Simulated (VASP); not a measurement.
Input of a VASP 6.6.1 run:

INCAR

```
  PREC = Accurate
  ENCUT = 520
  EDIFF = 1E-7
  ISMEAR = 0
  SIGMA = 0.03
  LREAL = F
  LASPH = T
  NELM = 100
  ALGO = Normal
  ISIF = 2
  LWAVE = F
  LCHARG = T
  GGA = PS
  IVDW = 12
  LELF = T
  LVHAR = T
  NBANDS = 28
```

KPOINTS

```
regular mesh
0
Gamma
  8 8 6
```

The input POSCAR:

```
SnSe
1.0
    3.9456558390      0.0000000000      0.0000000000
    0.0000000000      3.9456558390      0.0000000000
    0.0000000000      0.0000000000      5.0282000000
Sn Se
2 2
Direct
    0.5000000000      0.0000000000      0.2500241371
    0.0000000000      0.5000000000      0.7499758629
    0.5000000000      0.0000000000      0.7499817524
    0.0000000000      0.5000000000      0.2500182476
```

Potentials or basis: VASP PAW PBE potentials, release 64 (Sn_d, Se).

Command:

```sh
$ cat potpaw_PBE.64/Sn_d/POTCAR potpaw_PBE.64/Se/POTCAR > POTCAR
$ mpirun -np 1 vasp_std > vasp.out
```

Question: Estimate the pressure.

Answer: 29.7 GPa.

Question: What does it give for the largest force?

Answer: 0.004 eV/Å.

Question: Estimate the dispersion energy per atom.

Answer: -0.463 eV.

Question: What does it give for the band gap on the k mesh?

Answer: Zero (bands 20 and 21 overlap by 0.37 eV).

Stress tensor (GPa, compression positive):
```
16.15  0.00  0.00
 0.00 16.15  0.00
 0.00  0.00 56.82
```

Caveat: the stress differs along the axes, from 16 to 57 GPa; semilocal functionals underestimate gaps, and a narrow one can read as zero; the PAW data sets were made with another functional, which shifts forces and pressure a little; spin-orbit coupling is left out, which moves the levels of the heavy elements.
